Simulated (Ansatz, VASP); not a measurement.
TaN: VASP beside Ansatz

Contents of INCAR:

```
SYSTEM = TaN
PREC = Accurate
ENCUT = 600
EDIFF = 1E-7
ISMEAR = -1
SIGMA = 0.05
LREAL = .False.
LASPH = .True.
NELM = 200
ALGO = Normal
ISIF = 3
LWAVE = .False.
LCHARG = .False.
LMAXMIX = 4
LDAU = .True.
LDAUTYPE = 2
LDAUL = 2 -1
LDAUU = 1 0
LDAUJ = 0 0
LDAUPRINT = 1
GGA = PE
IBRION = 2
NSW = 60
EDIFFG = -0.01
GGA_COMPAT = .False.
NELMIN = 4
```

File KPOINTS:

```
regular mesh
0
Gamma
  10 10 9
  0 0 0
```

The input POSCAR:

```
TaN
1.0
    2.9380011100      0.0000000000      0.0000000000
   -1.4690005500      2.5443836000      0.0000000000
    0.0000000000      0.0000000000      2.8830022100
Ta N
1 1
Direct
    0.3333333333      0.6666666667      0.5000000000
    0.0000000000      0.0000000000      0.0000000000
```

The input input.yaml:

```yaml
crystal:
  lattice:
    - [2.93800111, 0.0, 0.0]
    - [-1.46900055, 2.5443836, 0.0]
    - [0.0, 0.0, 2.88300221]
  atoms:
    - { symbol: Ta, position: [0.3333333333, 0.6666666667, 0.5] }
    - { symbol: "N", position: [0.0, 0.0, 0.0] }
hamiltonian:
  xc: pbe
  pseudopotentials: { kind: paw }
  hubbard: { sites: [{ species: Ta, l: d, u_eff: 1.0 }] }
kpoints:
  mp_grid: { grid: [10, 10, 9] }
scf:
  occupations: { method: fermi_dirac, width: 0.05 }
output:
  forces: true
  stress: true
  eigenvalues: true
  write_density: true
  write_potential: true
  elf: true
  volumetric_format: npy
relax:
  f_tol: 0.01
  max_steps: 40
  cell: { stress_tol: 0.05 }
```

Alike in both runs: task relaxation of cell and atoms; functional PBE; k mesh 10 × 10 × 9; occupations fermi-dirac, width 0.05 eV; no spin polarisation; Hubbard terms Ta d U = 1.0 eV.

```csv
,VASP,Ansatz
version,VASP 6.6.1,Ansatz 0.2.0
potentials or method,"VASP PAW PBE potentials, release 64 (Ta_sv_GW, N)",Ansatz PAW
plane-wave cutoff (eV),600,420
valence electrons in the cell,18,18
```

Ansatz gave:

```
gap on the k mesh at the Fermi level, each at its own relaxed structure (eV) : none
relaxed volume (Å³/atom)                                                     : 10.95
relaxed cell length with the largest relative difference (Å)                 : 2.899
```

Problem. What did VASP give for the same quantities?

Solution. gap on the k mesh at the Fermi level, each at its own relaxed structure (eV): none; relaxed volume (Å³/atom): 11.02; relaxed cell length with the largest relative difference (Å): 2.907.

The programs project onto different local orbitals, so the same U acts differently, and such runs can settle in different states. A gap of «none» marks a metal or a gap that the smearing closes.

Neither program's run includes spin-orbit coupling. Noted on Ansatz's run: the plane-wave basis is chosen anew once the cell has moved, so the energies of steps on either side of that aren't comparable.
